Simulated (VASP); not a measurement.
# SrTiO3 (P2/m) in VASP: single point with PBE+U

Aim: the single point of SrTiO3 with PBE+U.

All numbers are computed with VASP 6.6.1; they aren't measurements. Logs are shortened: lines on timing, memory, paths and dates and some standing lists are left out, and cuts for length are marked.

## Step 1: The cell of the first run

The typed cell holds 5 atoms: a = 3.947 Å, b = 3.947 Å, c = 3.951 Å, α = 90.00°, β = 87.42°, γ = 90.00°.

## Step 2: Single point, PBE+U

INCAR reads:

```
PREC = Accurate
ENCUT = 520
EDIFF = 1E-7
ISMEAR = 0
SIGMA = 0.02
LREAL = F
LASPH = T
NELM = 150
ALGO = Normal
ISIF = 2
LWAVE = F
LCHARG = F
LMAXMIX = 4
LDAU = T
LDAUTYPE = 2
LDAUL = -1 2 -1
LDAUU = 0 4 0
LDAUJ = 0 0 0
LDAUPRINT = 1
GGA = PE
NBANDS = 28
```

KPOINTS reads:

```
regular mesh
0
Gamma
  8 8 8
```

POSCAR reads:

```
SrTiO3
1.0
    3.9471298193      0.0000000000      0.0000000000
    0.0000000000      3.9471298193      0.0000000000
    0.1776208419      0.0000000000      3.9471298193
Sr Ti O
1 1 3
Direct
    0.0000000000      0.0000000000      0.0000000000
    0.5000000000      0.5000000000      0.5000000000
    0.5000000000      0.0000000000      0.5000000000
    0.5000000000      0.5000000000      0.0000000000
    0.0000000000      0.5000000000      0.5000000000
```

Potentials or basis: VASP PAW PBE potentials, release 64 (Sr_sv, Ti_sv, O).

Command:

```console
$ cat potpaw_PBE.64/Sr_sv/POTCAR potpaw_PBE.64/Ti_sv/POTCAR potpaw_PBE.64/O/POTCAR > POTCAR
$ mpirun -np 1 vasp_std > vasp.out
```

OUTCAR:

```text
PREC = Accurate
   ENCUT = 520
   EDIFF = 1E-7
   ISMEAR = 0
   LREAL = F
   LASPH = T
   NELM = 150
   ISIF = 2
   GGA = PE

 ion  position               nearest neighbor table
   1  0.000  0.000  0.000-   3 2.73   3 2.73   4 2.79   4 2.79   4 2.79   4 2.79   5 2.79   5 2.79
                             5 2.79   5 2.79   3 2.85   3 2.85   2 3.37   2 3.37   2 3.37   2 3.37
   2  0.500  0.500  0.500-   3 1.97   5 1.97   3 1.97   5 1.97   4 1.98   4 1.98   1 3.37   1 3.37
                             1 3.37   1 3.37   1 3.47   1 3.47   1 3.47   1 3.47
   3  0.500  0.000  0.500-   2 1.97   2 1.97   1 2.73   1 2.73   1 2.85   1 2.85
   4  0.500  0.500  0.000-   2 1.98   2 1.98   1 2.79   1 2.79   1 2.79   1 2.79
   5  0.000  0.500  0.500-   2 1.97   2 1.97   1 2.79   1 2.79   1 2.79   1 2.79

  LATTYP: Found a simple monoclinic cell.
 ALAT       =     3.9471298193
 B/A-ratio  =     1.0000000000
 C/A-ratio  =     1.0010119879
 COS(beta)  =    -0.0449545066

  Lattice vectors:

 A1 = (   3.9471298193,   0.0000000000,   0.0000000000)
 A2 = (   0.0000000000,  -3.9471298193,   0.0000000000)
 A3 = (  -0.1776208419,   0.0000000000,  -3.9471298193)

Analysis of symmetry for initial positions (statically):
=====================================================================
 Subroutine PRICEL returns:
 Original cell was already a primitive cell.

 Routine SETGRP: Setting up the symmetry group for a
 simple monoclinic supercell.

 Subroutine GETGRP returns: Found  4 space group operations
 (whereof  4 operations were pure point group operations)
 out of a pool of  4 trial point group operations.

The static configuration has the point symmetry C_2h.

Analysis of symmetry for dynamics (positions and initial velocities):
=====================================================================
 Subroutine PRICEL returns:
 Original cell was already a primitive cell.

 Routine SETGRP: Setting up the symmetry group for a
 simple monoclinic supercell.

 Subroutine GETGRP returns: Found  4 space group operations
 (whereof  4 operations were pure point group operations)
 out of a pool of  4 trial point group operations.

The dynamic configuration has the point symmetry C_2h.

 Subroutine INISYM returns: Found  4 space group operations
 (whereof  4 operations are pure point group operations),
 and found     1 'primitive' translations

----------------------------------------------------------------------------------------

                                     Primitive cell

  volume of cell :      61.4956

  direct lattice vectors                    reciprocal lattice vectors
     3.947129819  0.000000000  0.000000000     0.253348647  0.000000000 -0.011400689
     0.000000000  3.947129819  0.000000000     0.000000000  0.253348647  0.000000000
     0.177620842  0.000000000  3.947129819     0.000000000  0.000000000  0.253348647

  length of vectors
     3.947129819  3.947129819  3.951124267     0.253605033  0.253348647  0.253348647

  position of ions in fractional coordinates (direct lattice)
     0.000000000  0.000000000  0.000000000
     0.500000000  0.500000000  0.500000000
     0.500000000  0.000000000  0.500000000
     0.500000000  0.500000000  0.000000000
     1.000000000  0.500000000  0.500000000

  ion indices of the primitive-cell ions
   primitive index   ion index
                 1           1
                 2           2
                 3           3
                 4           4
                 5           5

----------------------------------------------------------------------------------------

 KPOINTS: regular mesh

Automatic generation of k-mesh.
 Grid dimensions read from file:
 generate k-points for:    8    8    8

 Generating k-lattice:

  Cartesian coordinates                     Fractional coordinates (reciprocal lattice)
     0.031668581  0.000000000 -0.001425086     0.125000000  0.000000000 -0.000000000
     0.000000000  0.031668581  0.000000000     0.000000000  0.125000000  0.000000000
[... 57 lines left out ...]
   NELM   =    150;   NELMIN=  2; NELMDL= -5     # of ELM steps
   EDIFF  = 0.1E-06   stopping-criterion for ELM
   LREAL  =      F    real-space projection
   EDIFFG = 0.1E-05   stopping-criterion for IOM
   NSW    =      0    number of steps for IOM
   IBRION =     -1    ionic relax: 0-MD 1-quasi-New 2-CG
   NFREE  =      0    steps in history (QN), initial steepest desc. (CG)
   ISIF   =      2    stress and relaxation
   ISYM   =      2    0-nonsym 1-usesym 2-fastsym
   POTIM  = 0.5000    time-step for ionic-motion
   TEBEG  =    0.0;   TEEND  =   0.0 temperature during run
   PSTRESS=    0.0 pullay stress
   NELECT =      40.0000    total number of electrons
   NUPDOWN=      -1.0000    fix difference up-down
   EMIN   =  10.00;   EMAX   =-10.00  energy-range for DOS
   EFERMI =   0.00;   METHOD = LEGACY
   ISMEAR =     0;   SIGMA  =   0.02  broadening in eV -4-tet -1-fermi 0-gaus
   EFERMI_NEDOS =   21; number of points for ismear=-14 and -15
   IALGO  =     38    algorithm
   IMIX   =      4    mixing-type and parameters
     AMIX     =   0.40;   BMIX     =  1.00
     AMIX_MAG =   1.60;   BMIX_MAG =  1.00
  volume/ion in A,a.u.               =      12.30        83.00
  Fermi-wavevector in a.u.,A,eV,Ry     =   1.418448  2.680478 27.374850  2.011995
  Thomas-Fermi vector in A             =   2.539572
   LORBIT       =      0    0 simple, 1 ext, 2 COOP (PROOUT), +10 PAW based schemes
 LDA+U is selected, type is set to LDAUTYPE =  2
   angular momentum for each species LDAUL =    -1    2   -1
   U (eV)           for each species LDAUU =   0.0  4.0  0.0
   J (eV)           for each species LDAUJ =   0.0  0.0  0.0
   GGA     = PE    functional components
   LHFCALC =     F    Hartree Fock is set to
   AEXX    =    0.0000 exact exchange contribution
   IVDW    =     0    specifies the selected vdW correction
   LEPSILON=     F    determine dielectric tensor
   LRPA    =     F    only Hartree local field effects (RPA)
 non-spin polarized calculation
 Gauss-broadening in eV      SIGMA  =   0.02
  energy-cutoff  :      520.00
  volume of cell :       61.50
 maximum number of plane-waves:      1679
 NGX is ok and might be reduce to    30
   NGX = 15   NGY = 15   NGZ = 15

atom =   2  type =  2  l = 2

 onsite density matrix

spin component  1

  0.1023 -0.0005  0.0000  0.0000  0.0000
 -0.0005  0.1021  0.0000  0.0000  0.0000
  0.0000  0.0000  0.2468  0.0074 -0.0001
  0.0000  0.0000  0.0074  0.1027 -0.0001
  0.0000  0.0000 -0.0001 -0.0001  0.2478

spin component  2

  0.1023 -0.0005  0.0000  0.0000  0.0000
 -0.0005  0.1021  0.0000  0.0000  0.0000
  0.0000  0.0000  0.2468  0.0074 -0.0001
  0.0000  0.0000  0.0074  0.1027 -0.0001
  0.0000  0.0000 -0.0001 -0.0001  0.2478

 occupancies and eigenvectors

  o =  0.1017  v = -0.6336 -0.7737  0.0000  0.0000  0.0000  0.0000  0.0000  0.0000  0.0000  0.0000      0.0000  0.0000  0.0000  0.0000  0.0000  0.0000  0.0000  0.0000  0.0000  0.0000
  o =  0.1017  v =  0.0000  0.0000  0.0000  0.0000  0.0000 -0.6336 -0.7737  0.0000  0.0000  0.0000      0.0000  0.0000  0.0000  0.0000  0.0000  0.0000  0.0000  0.0000  0.0000  0.0000
  o =  0.1023  v =  0.0000  0.0000 -0.0512  0.9987  0.0010  0.0000  0.0000  0.0000  0.0000  0.0000      0.0000  0.0000  0.0000  0.0000  0.0000  0.0000  0.0000  0.0000  0.0000  0.0000
  o =  0.1023  v =  0.0000  0.0000  0.0000  0.0000  0.0000  0.0000  0.0000 -0.0512  0.9987  0.0010      0.0000  0.0000  0.0000  0.0000  0.0000  0.0000  0.0000  0.0000  0.0000  0.0000
  o =  0.1027  v =  0.0000  0.0000  0.0000  0.0000  0.0000 -0.7737  0.6336  0.0000  0.0000  0.0000      0.0000  0.0000  0.0000  0.0000  0.0000  0.0000  0.0000  0.0000  0.0000  0.0000
  o =  0.1027  v = -0.7737  0.6336  0.0000  0.0000  0.0000  0.0000  0.0000  0.0000  0.0000  0.0000      0.0000  0.0000  0.0000  0.0000  0.0000  0.0000  0.0000  0.0000  0.0000  0.0000
  o =  0.2472  v =  0.0000  0.0000  0.9880  0.0505  0.1459  0.0000  0.0000  0.0000  0.0000  0.0000      0.0000  0.0000  0.0000  0.0000  0.0000  0.0000  0.0000  0.0000  0.0000  0.0000
  o =  0.2472  v =  0.0000  0.0000  0.0000  0.0000  0.0000  0.0000  0.0000  0.9880  0.0505  0.1459      0.0000  0.0000  0.0000  0.0000  0.0000  0.0000  0.0000  0.0000  0.0000  0.0000
  o =  0.2478  v =  0.0000  0.0000  0.0000  0.0000  0.0000  0.0000  0.0000 -0.1456 -0.0084  0.9893      0.0000  0.0000  0.0000  0.0000  0.0000  0.0000  0.0000  0.0000  0.0000  0.0000
  o =  0.2478  v =  0.0000  0.0000 -0.1456 -0.0084  0.9893  0.0000  0.0000  0.0000  0.0000  0.0000      0.0000  0.0000  0.0000  0.0000  0.0000  0.0000  0.0000  0.0000  0.0000  0.0000

 number of electron      39.9999987 magnetization

 Free energy of the ion-electron system (eV)
  ---------------------------------------------------
  ext. energy  EPLUGINS =         0.00000000
  ---------------------------------------------------
  free energy    TOTEN  =       -37.36217659 eV

  energy without entropy =      -37.36217659  energy(sigma->0) =      -37.36217659

 E-fermi :   4.2590     XC(G=0): -11.1094

 val. band max:        4.0712455461   @ k =   0.5000   0.5000   0.5000
 cond. band min:       6.2593539270   @ k =   0.0000   0.0000   0.0000
 fundamental gap:      2.1881083809
 Fermi energy:         4.2590436799

 k-point     1 :       0.0000    0.0000    0.0000
  band No.  band energies     occupation
      1     -53.6130      2.00000
      2     -29.8099      2.00000
      3     -29.7912      2.00000
      4     -29.7688      2.00000
      5     -28.8456      2.00000
      6     -13.3344      2.00000
[... 733 lines left out ...]
     27      12.0130      0.00000
     28      13.0379      0.00000

 [... further k-points ...]

------------------------ aborting loop because EDIFF is reached ----------------------------------------

  FORCE on cell =-STRESS in cart. coord.  units (eV):
  Direction    XX          YY          ZZ          XY          YZ          ZX
  --------------------------------------------------------------------------------------
  -------------------------------------------------------------------------------------
  Total        1.0229112      1.0666356      1.1030383      0.0000000      0.0000000     -1.8960719
  in kB       26.6504344     27.7896087     28.7380274      0.0000000      0.0000000    -49.3993412
  external PRESSURE =      27.7260235 kB  Pullay stress =       0.0000000 kB

 VOLUME and BASIS-vectors are now :
 -----------------------------------------------------------------------------
  energy-cutoff  :      520.00
  volume of cell :       61.50
      direct lattice vectors                 reciprocal lattice vectors
     3.947129819  0.000000000  0.000000000     0.253348647  0.000000000 -0.011400689
     0.000000000  3.947129819  0.000000000     0.000000000  0.253348647  0.000000000
     0.177620842  0.000000000  3.947129819     0.000000000  0.000000000  0.253348647

 POSITION                                       TOTAL-FORCE (eV/Angst)
 -----------------------------------------------------------------------------------
      0.00000      0.00000      0.00000         0.000000      0.000000      0.000000
      2.06238      1.97356      1.97356         0.000000      0.000000      0.000000
      2.06238      0.00000      1.97356         0.000000      0.000000      0.000000
      1.97356      1.97356      0.00000         0.000000      0.000000      0.000000
      0.08881      1.97356      1.97356        -0.000000      0.000000      0.000000
 -----------------------------------------------------------------------------------
    total drift:                                0.000000      0.000000     -0.000000

  FREE ENERGIE OF THE ION-ELECTRON SYSTEM (eV)
  ---------------------------------------------------
  free  energy   TOTEN  =       -37.3621765894 eV

  energy  without entropy=      -37.3621765894  energy(sigma->0) =      -37.36217659
```

Wall time 8.3 min (1 thread of Intel Xeon 8259CL, shared host); peak memory 0.39 GiB.

What came out:

```yaml
Free_energy: -37.3622 eV
Pressure: 2.8 GPa
Band_gap_on_the_k_mesh: 2.19 eV (least direct gap 2.51 eV)
```

Eigenvalues of the final occupation matrices:
| site | spin | trace | eigenvalues |
| --- | --- | --- | --- |
| site 2 d | 1 | 0.80 | 0.10 0.10 0.10 0.25 0.25 |
| site 2 d | 2 | 0.80 | 0.10 0.10 0.10 0.25 0.25 |

A k mesh can miss the band edges.
